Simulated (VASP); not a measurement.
A run of VASP 6.6.1:

File INCAR:

```
PREC     = Accurate       # precision mode
ENCUT    = 520            # plane-wave cutoff, eV
EDIFF    = 1E-6           # SCF threshold, eV
ISMEAR   = 0              # smearing method
SIGMA    = 0.15           # smearing width, eV
LREAL    = F              # projectors in reciprocal space
LASPH    = T              # aspherical terms in the spheres
NELM     = 60             # most SCF steps
ALGO     = Fast           # electronic algorithm
ISIF     = 2              # what is computed and relaxed
LWAVE    = F              # write WAVECAR
LCHARG   = F              # write CHGCAR
GGA      = PE             # functional
NBANDS   = 14             # bands
```

Contents of KPOINTS:

```
Automatic mesh
0
Gamma
  20 20 20
```

Contents of POSCAR:

```
AlNi
1.0
    2.0428098070     -2.0428098070      0.0000000000
    2.0428098070      2.0428098070      0.0000000000
    0.0000000000      0.0000000000      2.9011416498
Al Ni
1 1
Direct
    0.0000000000      0.0000000000      0.0258518918
    0.5000000000      0.5000000000      0.5000000000
```

Potentials or basis: VASP PAW PBE potentials, release 64 (Al, Ni).

Command:

```sh
$ cat potpaw_PBE.64/Al/POTCAR potpaw_PBE.64/Ni/POTCAR > POTCAR
$ mpirun -np 1 vasp_std > vasp.out
```

Hardware: 1 thread of Intel Xeon 8259CL, with other jobs on the host.

Estimate the wall time of this run.

It took 4.3 min on 1 thread of Intel Xeon 8259CL (shared host), peak memory 0.36 GiB. Counts: scf iterations 15, k points 726.
